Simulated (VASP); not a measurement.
# Ga12O19 (a cell with a defect) in VASP: a series of runs

Ga12O19 (a cell with a defect) is run at these levels: PBE; tasks: single point.

Program: VASP 6.6.1. These are calculated values, not measurements. Logs are shortened: lines on timing, memory, paths and dates and some standing lists are left out, and cuts for length are marked.

## (1) The cell of the first run

The cell holds a defect, 31 atoms: a = 9.250 Å, b = 5.877 Å, c = 6.416 Å, α = 103.29°, β = 103.90°, γ = 90.00°.

## (2) Single point, PBE

INCAR

```
SYSTEM = Ga12O19
PREC = Accurate
ENCUT = 520
EDIFF = 1E-6
ISMEAR = -1
SIGMA = 0.01
LREAL = Auto
LASPH = .TRUE.
NELM = 80
ALGO = Normal
ISIF = 2
LWAVE = .FALSE.
LCHARG = .FALSE.
GGA = PE
NBANDS = 156
NELECT = 272.0
```

KPOINTS

```
Automatic mesh
0
Gamma
  1 1 1
  0.25 0.25 0.25
```

POSCAR

```
Ga12O19
1.0
    0.0000000000      9.2496621800      0.0000000000
   -1.3977182400      0.0000000000      5.7085775500
    6.2279771500     -1.5416103600      0.0067278600
Ga O
12 19
Direct
    0.0930940859      0.7707951504      0.6437572497
    0.2216961298      0.3503768187      0.3015459153
    0.3013679960      0.2314093843      0.8033139809
    0.0223824412      0.7962055925      0.1181102727
    0.4415358035      0.6939204749      0.6861253987
    0.5516693469      0.3321077055      0.3187355942
    0.6389886140      0.2112885046      0.8374410617
    0.3596820382      0.8162384292      0.1769697149
    0.7677753436      0.6712592815      0.7026506739
    0.9068326259      0.2501754806      0.3586382510
    0.9688632697      0.2051210436      0.8275462963
    0.6861758555      0.7950766712      0.2012770977
    0.1811970807      0.7392105724     -0.0184127040
    0.1708037408      0.2900429216      0.9789872594
    0.2814097787      0.4462422163      0.6315087211
    0.0682881565      0.5967557652      0.3380623222
    0.0625749398      0.1204950045      0.2330491957
    0.2886159918      0.9142904146      0.6703862729
    0.4981602279      0.7561280117      0.0093057364
    0.4943566100      0.2736027472      0.9944468968
    0.5991269607      0.4347167380      0.6613973389
    0.3940219331      0.5879376055      0.3459621099
    0.3878356777      0.1288544645      0.3213944411
    0.6087957144      0.8983281377      0.6867206672
    0.8159386181      0.7163636260      0.0325046964
    0.8293302835      0.2634618374      1.0077007774
    0.9208762688      0.4449836188      0.6513963720
    0.7051893043      0.5828572556      0.3720582400
    0.7102866817      0.1132050309      0.3285297436
    0.9439196432      0.8715468393      0.8112950309
    1.0046846550      1.0449598645      0.5509295201
```

Potentials or basis: VASP PAW PBE potentials, release 64 (Ga_d, O).

Started as:

```sh
$ cat potpaw_PBE.64/Ga_d/POTCAR potpaw_PBE.64/O/POTCAR > POTCAR
$ mpirun -np 1 vasp_std > vasp.out
```

OUTCAR:

```text
SYSTEM = Ga12O19
   PREC = Accurate
   ENCUT = 520
   EDIFF = 1E-6
   ISMEAR = -1
   LREAL = Auto
   LASPH = .TRUE.
   NELM = 80
   ISIF = 2
   GGA = PE
   NELECT = 272.0

 ion  position               nearest neighbor table
   1  0.093  0.771  0.644-  18 1.95  16 1.95  31 1.96  30 1.96  13 2.18  11 2.91
   2  0.222  0.350  0.302-  17 1.90  14 1.96  15 2.00  23 2.01  16 2.04  22 2.04
   3  0.301  0.231  0.803-  14 1.82  15 1.84  18 1.85  20 1.89
   4  0.022  0.796  0.118-  13 1.88  17 1.88  25 1.88  16 2.00  30 2.08
   5  0.442  0.694  0.686-  18 1.92  24 1.96  19 1.96  15 1.99  22 2.06  21 2.11
   6  0.552  0.332  0.319-  23 1.94  29 1.95  28 1.96  20 1.97  21 2.08  22 2.10
   7  0.639  0.211  0.837-  26 1.82  20 1.85  24 1.86  21 1.90
   8  0.360  0.816  0.177-  13 1.80  23 1.84  19 1.85  22 1.89
   9  0.768  0.671  0.703-  30 1.90  27 1.98  24 1.99  28 2.00  25 2.01  21 2.02
  10  0.907  0.250  0.359-  17 1.89  27 1.94  29 1.94  31 1.99  26 2.21
  11  0.969  0.205  0.828-  14 1.89  26 1.91  31 1.91  30 1.95  27 1.99   1 2.91
  12  0.686  0.795  0.201-  25 1.79  28 1.82  29 1.85  19 1.85
  13  0.181  0.739  0.982-   8 1.80   4 1.88   1 2.18
  14  0.171  0.290  0.979-   3 1.82  11 1.89   2 1.96
  15  0.281  0.446  0.632-   3 1.84   5 1.99   2 2.00
  16  0.068  0.597  0.338-   1 1.95   4 2.00   2 2.04
  17  0.063  0.120  0.233-   4 1.88  10 1.89   2 1.90
  18  0.289  0.914  0.670-   3 1.85   5 1.92   1 1.95
  19  0.498  0.756  0.009-   8 1.85  12 1.85   5 1.96
  20  0.494  0.274  0.994-   7 1.85   3 1.89   6 1.97
  21  0.599  0.435  0.661-   7 1.90   9 2.02   6 2.08   5 2.11
  22  0.394  0.588  0.346-   8 1.89   2 2.04   5 2.06   6 2.10
  23  0.388  0.129  0.321-   8 1.84   6 1.94   2 2.01
  24  0.609  0.898  0.687-   7 1.86   5 1.96   9 1.99
  25  0.816  0.716  0.033-  12 1.79   4 1.88   9 2.01
  26  0.829  0.263  0.008-   7 1.82  11 1.91  10 2.21
  27  0.921  0.445  0.651-  10 1.94   9 1.98  11 1.99
  28  0.705  0.583  0.372-  12 1.82   6 1.96   9 2.00
  29  0.710  0.113  0.329-  12 1.85  10 1.94   6 1.95
  30  0.944  0.872  0.811-   9 1.90  11 1.95   1 1.96   4 2.08
  31  0.005  0.045  0.551-  11 1.91   1 1.96  10 1.99

  LATTYP: Found a triclinic cell.
 ALAT       =     5.8771994966
 B/A-ratio  =     1.6412011407
 C/A-ratio  =     2.7541529852
 COS(alpha) =     0.0064926560
 COS(beta)  =     0.5439765005
 COS(gamma) =     0.7621873503

  Lattice vectors:

 A1 = (   1.3977182400,   0.0000000000,  -5.7085775500)
 A2 = (   7.6256953900,  -1.5416103600,  -5.7018496900)
 A3 = (  -9.6605178200,  -6.1664414600, -11.4306108200)

Analysis of symmetry for initial positions (statically):
=====================================================================
 Subroutine PRICEL returns:
 Original cell was already a primitive cell.

 Routine SETGRP: Setting up the symmetry group for a
 triclinic supercell.

 Subroutine GETGRP returns: Found  1 space group operations
 (whereof  1 operations were pure point group operations)
 out of a pool of  2 trial point group operations.

The static configuration has the point symmetry C_1 .

Analysis of symmetry for dynamics (positions and initial velocities):
=====================================================================
 Subroutine PRICEL returns:
 Original cell was already a primitive cell.

 Routine SETGRP: Setting up the symmetry group for a
 triclinic supercell.

 Subroutine GETGRP returns: Found  1 space group operations
 (whereof  1 operations were pure point group operations)
 out of a pool of  2 trial point group operations.

The dynamic configuration has the point symmetry C_1 .

 Subroutine INISYM returns: Found  1 space group operations
 (whereof  1 operations are pure point group operations),
 and found     1 'primitive' translations

----------------------------------------------------------------------------------------

                                     Primitive cell

  volume of cell :     328.9392

  direct lattice vectors                    reciprocal lattice vectors
     0.000000000  9.249662180  0.000000000     0.026753887  0.108112056  0.006550563
    -1.397718240  0.000000000  5.708577550    -0.000189185  0.000000000  0.175128666
     6.227977150 -1.541610360  0.006727860     0.160523321  0.000000000  0.039303377

  length of vectors
     9.249662180  5.877199497  6.415941641     0.111565663  0.175128768  0.165264914

  position of ions in fractional coordinates (direct lattice)
     0.093094086  0.770795150  0.643757250
     0.221696130  0.350376819  0.301545915
     0.301367996  0.231409384  0.803313981
     0.022382441  0.796205593  0.118110273
     0.441535804  0.693920475  0.686125399
     0.551669347  0.332107706  0.318735594
[... 23 lines left out ...]
     0.943919643  0.871546839  0.811295031
     0.004684655  0.044959865  0.550929520

  ion indices of the primitive-cell ions
   primitive index   ion index
                 1           1
                 2           2
                 3           3
                 4           4
                 5           5
                 6           6
[... 23 lines left out ...]
                30          30
                31          31

----------------------------------------------------------------------------------------

 KPOINTS: Automatic mesh

Automatic generation of k-mesh.
 Grid dimensions read from file:
 generate k-points for:    1    1    1

 Generating k-lattice:

  Cartesian coordinates                     Fractional coordinates (reciprocal lattice)
     0.026753887  0.108112056  0.006550563     1.000000000  0.000000000  0.000000000
    -0.000189185  0.000000000  0.175128666     0.000000000  1.000000000  0.000000000
     0.160523321  0.000000000  0.039303377     0.000000000 -0.000000000  1.000000000

  Length of vectors
     0.111565663  0.175128768  0.165264914

  Shift w.r.t. Gamma in fractional coordinates (k-lattice)
     0.250000000  0.250000000  0.250000000

 Subroutine IBZKPT returns following result:
 ===========================================

 Found      1 irreducible k-points:

 Following reciprocal coordinates:
            Coordinates               Weight
  0.250000  0.250000  0.250000      2.000000
   k-points           NKPTS =      1   k-points in BZ     NKDIM =      1   number of bands    NBANDS=    156
   number of dos      NEDOS =    301   number of ions     NIONS =     31
   total plane-waves  NPLWV = 161280
   dimension x,y,z NGX =    70 NGY =   48 NGZ =   48
   dimension x,y,z NGXF=   140 NGYF=   96 NGZF=   96
   ions per type =              12  19
   NGX,Y,Z   is equivalent  to a cutoff of  12.58, 13.58, 12.44 a.u.
   NGXF,Y,Z  is equivalent  to a cutoff of  25.16, 27.16, 24.87 a.u.
 SYSTEM =  Ga12O19
   PREC   = accura    normal or accurate (medium, high low for compatibility)
   ISTART =      0    job   : 0-new  1-cont  2-samecut
   ICHARG =      2    charge: 1-file 2-atom 10-const
   ISPIN  =      1    spin polarized calculation?
   LNONCOLLINEAR =      F non collinear calculations
   LSORBIT =      F    spin-orbit coupling
   LASPH  =      T    aspherical Exc in radial PAW
   ENCUT  =  520.0 eV  38.22 Ry    6.18 a.u.  17.20 10.93 11.93*2*pi/ulx,y,z
   NELM   =     80;   NELMIN=  2; NELMDL= -5     # of ELM steps
   EDIFF  = 0.1E-05   stopping-criterion for ELM
   LREAL  =      T    real-space projection
   EDIFFG = 0.1E-04   stopping-criterion for IOM
   NSW    =      0    number of steps for IOM
   IBRION =     -1    ionic relax: 0-MD 1-quasi-New 2-CG
   NFREE  =      0    steps in history (QN), initial steepest desc. (CG)
   ISIF   =      2    stress and relaxation
   ISYM   =      2    0-nonsym 1-usesym 2-fastsym
   POTIM  = 0.5000    time-step for ionic-motion
   TEBEG  =    0.0;   TEEND  =   0.0 temperature during run
   PSTRESS=    0.0 pullay stress
   NELECT =     272.0000    total number of electrons
   NUPDOWN=      -1.0000    fix difference up-down
   EMIN   =  10.00;   EMAX   =-10.00  energy-range for DOS
   EFERMI =   0.00;   METHOD = LEGACY
   ISMEAR =    -1;   SIGMA  =   0.01  broadening in eV -4-tet -1-fermi 0-gaus
   EFERMI_NEDOS =   21; number of points for ismear=-14 and -15
   IALGO  =     38    algorithm
   IMIX   =      4    mixing-type and parameters
     AMIX     =   0.40;   BMIX     =  1.00
     AMIX_MAG =   1.60;   BMIX_MAG =  1.00
  volume/ion in A,a.u.               =      10.61        71.61
  Fermi-wavevector in a.u.,A,eV,Ry     =   1.536594  2.903742 32.125021  2.361122
  Thomas-Fermi vector in A             =   2.643221
   LORBIT       =      0    0 simple, 1 ext, 2 COOP (PROOUT), +10 PAW based schemes
   GGA     = PE    functional components
   LHFCALC =     F    Hartree Fock is set to
   AEXX    =    0.0000 exact exchange contribution
   IVDW    =     0    specifies the selected vdW correction
   LEPSILON=     F    determine dielectric tensor
   LRPA    =     F    only Hartree local field effects (RPA)
 non-spin polarized calculation
  energy-cutoff  :      520.00
  volume of cell :      328.94
 maximum number of plane-waves:      8866
 NGX is ok and might be reduce to    70
   NGX = 35   NGY = 21   NGZ = 23

 number of electron     271.9999985 magnetization

 Free energy of the ion-electron system (eV)
  ---------------------------------------------------
  ext. energy  EPLUGINS =         0.00000000
  ---------------------------------------------------
  free energy    TOTEN  =      -170.46264365 eV

  energy without entropy =     -170.46264365  energy(sigma->0) =     -170.46264365

 E-fermi :   5.1243     XC(G=0): -11.5900

 val. band max:        4.7993407164   @ k =   0.2500   0.2500   0.2500
 cond. band min:       7.8836426395   @ k =   0.2500   0.2500   0.2500
 fundamental gap:      3.0843019230
 Fermi energy:         5.1243020179

 k-point     1 :       0.2500    0.2500    0.2500
  band No.  band energies     occupation
      1     -14.8847      2.00000
      2     -14.6717      2.00000
      3     -14.4585      2.00000
      4     -14.1870      2.00000
      5     -14.0966      2.00000
      6     -13.9763      2.00000
[... 140 lines left out ...]
    147      11.0015      0.00000
    148      11.2066      0.00000
 [bands above 148 left out]

------------------------ aborting loop because EDIFF is reached ----------------------------------------

  FORCE on cell =-STRESS in cart. coord.  units (eV):
  Direction    XX          YY          ZZ          XY          YZ          ZX
  --------------------------------------------------------------------------------------
  -------------------------------------------------------------------------------------
  Total       31.4963103     41.0426967     36.8323222     -5.2255822      1.0037648     -2.3189714
  in kB      153.4103361    199.9083013    179.4006622    -25.4524519      4.8890773    -11.2951066
  external PRESSURE =     177.5730999 kB  Pullay stress =       0.0000000 kB

 VOLUME and BASIS-vectors are now :
 -----------------------------------------------------------------------------
  energy-cutoff  :      520.00
  volume of cell :      328.94
      direct lattice vectors                 reciprocal lattice vectors
     0.000000000  9.249662180  0.000000000     0.026753887  0.108112056  0.006550563
    -1.397718240  0.000000000  5.708577550    -0.000189185  0.000000000  0.175128666
     6.227977150 -1.541610360  0.006727860     0.160523321  0.000000000  0.039303377

 POSITION                                       TOTAL-FORCE (eV/Angst)
 -----------------------------------------------------------------------------------
      2.93195     -0.13133      4.40447         0.027477      0.001872     -0.046934
      1.38829      1.58575      2.00218        -0.007752     -0.013108     -0.006726
      4.67958      1.54915      1.32642        -0.008791     -0.016086     -0.002942
     -0.37728      0.02495      4.54600         0.025623     -0.006289     -0.006927
      3.30327      3.02632      3.96592         0.012684     -0.006253      0.006875
      1.52088      4.61139      1.89801        -0.009673      0.005916     -0.010774
[... 23 lines left out ...]
      3.83455      7.48024      4.98075         0.008350     -0.019716      0.010255
      3.36834     -0.80599      0.26036        -0.033899      0.013755     -0.012948
 -----------------------------------------------------------------------------------
    total drift:                               -0.001996     -0.004003      0.012169

  FREE ENERGIE OF THE ION-ELECTRON SYSTEM (eV)
  ---------------------------------------------------
  free  energy   TOTEN  =      -170.4626436507 eV

  energy  without entropy=     -170.4626436507  energy(sigma->0) =     -170.46264365
```

It took 90 s on 1 thread of Intel Xeon 6975P-C (Granite Rapids), shared host; peak memory 0.37 GiB.

What came out:

```yaml
Free_energy: -170.4626 eV
Largest_force: 0.058 eV/Å
```

Forces on the atoms (eV/Å):
```
Ga   0.027  0.002 -0.047
Ga  -0.008 -0.013 -0.007
Ga  -0.009 -0.016 -0.003
Ga   0.026 -0.006 -0.007
Ga   0.013 -0.006  0.007
Ga  -0.010  0.006 -0.011
Ga  -0.005 -0.001 -0.003
Ga   0.004 -0.008  0.003
Ga   0.006  0.010  0.009
Ga  -0.047 -0.002  0.033
Ga   0.023 -0.003  0.018
Ga   0.002  0.014 -0.002
O   -0.030  0.021 -0.016
O    0.010  0.010  0.012
O    0.003 -0.018  0.012
O   -0.014 -0.010 -0.022
O   -0.014  0.019 -0.010
O   -0.015  0.014  0.004
O   -0.010  0.005 -0.005
O    0.008 -0.003  0.005
O    0.005 -0.015 -0.011
O   -0.003  0.012  0.009
O    0.024 -0.003 -0.010
O   -0.025  0.002  0.009
O    0.008 -0.021 -0.007
O    0.040 -0.002  0.017
O    0.011  0.013  0.032
O   -0.005  0.019 -0.005
O    0.011 -0.014 -0.001
O    0.008 -0.020  0.010
O   -0.034  0.014 -0.013
```

Caveat: the k points lie up to 1.10 Å⁻¹ apart, too coarse for converged energies, forces and pressures; the cell carries a net charge on a neutralising background, which shifts energy and pressure; the cell is charged against a uniform background, so pressure and absolute levels hang on convention.

(Part 1 of 2 ends here.)
